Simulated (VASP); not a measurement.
Set up this calculation in VASP 6.6.1, as the native input.

```yaml
Task: single point
Functional: LDA
Potentials_or_basis: VASP PAW LDA potentials, release 64 (Cu)
Cutoff: 600 eV
k_mesh: 12 × 12 × 12
Occupations: gaussian, width 0.1 eV
Spin: no spin polarisation
Dipole_correction: no
Further_INCAR_settings: ALGO = Normal; EDIFF = 1e-06; NBANDS = 12
```

The structure of Cu lies in POSCAR:

```
Cu
1.0
    0.0000000000      1.7588599426      1.7588599426
    1.7588599426      0.0000000000      1.7588599426
    1.7588599426      1.7588599426      0.0000000000
Cu
1
Direct
    0.0000000000      0.0000000000      0.0000000000
```

The input as run:

INCAR

```
SYSTEM = Cu
  PREC = Accurate
  ENCUT = 600
  EDIFF = 1E-6
  ISMEAR = 0
  SIGMA = 0.1
  LREAL = .FALSE.
  LASPH = .TRUE.
  NELM = 120
  ALGO = Normal
  ISIF = 2
  LWAVE = .FALSE.
  LCHARG = .FALSE.
  GGA = CA
  NBANDS = 12
  GGA_COMPAT = .FALSE.
```

KPOINTS

```
Automatic mesh
0
G
  12 12 12
  0 0 0
```

Potentials or basis: VASP PAW LDA potentials, release 64 (Cu).

Run with:

```sh
$ cat potpaw_LDA.64/Cu/POTCAR > POTCAR
$ mpirun -np 1 vasp_std > vasp.out
```

It gave:

```yaml
Pressure: 0.9 GPa
```

Wall time 7.4 s on 1 thread of Intel(R) Xeon(R) 6975P-C (Granite Rapids) (shared host), peak memory 0.12 GiB.
